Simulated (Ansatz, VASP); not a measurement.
## One calculation of W, two programs

Contents of POSCAR:

```
W
1.0
   -1.6031677168      1.6031677168      1.6031677168
    1.6031677168     -1.6031677168      1.6031677168
    1.6031677168      1.6031677168     -1.6031677168
W
1
Direct
    0.0000000000      0.0000000000      0.0000000000
```

Contents of INCAR.step1:

```
SYSTEM = W
PREC     = Accurate       ! precision mode
ENCUT    = 520            ! plane-wave cutoff, eV
EDIFF    = 1E-5           ! SCF threshold, eV
ISMEAR   = -1             ! smearing method
SIGMA    = 0.05           ! smearing width, eV
LREAL    = .False.        ! projectors in reciprocal space
LASPH    = .True.         ! aspherical terms in the spheres
NELM     = 80             ! most SCF steps
ALGO     = Normal         ! electronic algorithm
ISIF     = 2              ! what is computed and relaxed
LWAVE    = .True.         ! write WAVECAR
GGA      = PE             ! functional
NBANDS   = 13             ! bands
```

Contents of INCAR.step2:

```
SYSTEM = W
PREC     = Accurate       ! precision mode
ENCUT    = 520            ! plane-wave cutoff, eV
EDIFF    = 1E-7           ! SCF threshold, eV
ISMEAR   = -1             ! smearing method
SIGMA    = 0.05           ! smearing width, eV
LREAL    = .False.        ! projectors in reciprocal space
LASPH    = .True.         ! aspherical terms in the spheres
NELM     = 80             ! most SCF steps
ALGO     = Normal         ! electronic algorithm
ISIF     = 2              ! what is computed and relaxed
LWAVE    = .False.        ! write WAVECAR
LCHARG   = .True.         ! write CHGCAR
GGA      = PE             ! functional
LHFCALC  = .True.         ! exact exchange
HFSCREEN = 0.2079         ! screening, 1/A
PRECFOCK = Normal       
LELF     = .True.         ! ELF
LVHAR    = .True.       
ISTART   = 1            
NBANDS   = 13             ! bands
```

KPOINTS

```
Automatic mesh
0
Gamma
  8 8 8
  0 0 0
```

The input input:

```
crystal:
  lattice:
    - [-1.6031677168, 1.6031677168, 1.6031677168]
    - [1.6031677168, -1.6031677168, 1.6031677168]
    - [1.6031677168, 1.6031677168, -1.6031677168]
  atoms:
    - { symbol: W, position: [0.0, 0.0, 0.0] }
hamiltonian:
  xc: hse06
  pseudopotentials: { kind: paw }
kpoints:
  mp_grid: { grid: [8, 8, 8] }
scf:
  occupations: { method: fermi_dirac, width: 0.05 }
output:
  forces: true
  stress: true
  eigenvalues: true
```

Alike in both runs: task single point; functional HSE06; k mesh 8 × 8 × 8; occupations fermi-dirac, width 0.05 eV; no spin polarisation.

```csv
,VASP,Ansatz
version,VASP 6.6.1,Ansatz 0.2.0
potentials or method,"VASP PAW PBE potentials, release 64 (W_sv)",Ansatz PAW
plane-wave cutoff (eV),520,420
valence electrons in the cell,14,14
```

|  | VASP | Ansatz | Ansatz less VASP |
| --- | --- | --- | --- |
| gap on the k mesh at the Fermi level (eV) | none | none | - |
| pressure (GPa) | -13.1 | -12.7 | +0.45 |

A gap of «none» marks a metal or a gap that the smearing closes. With one functional, cell and mesh, what is left measures potentials, basis and numerics.

Spin-orbit coupling is off throughout.
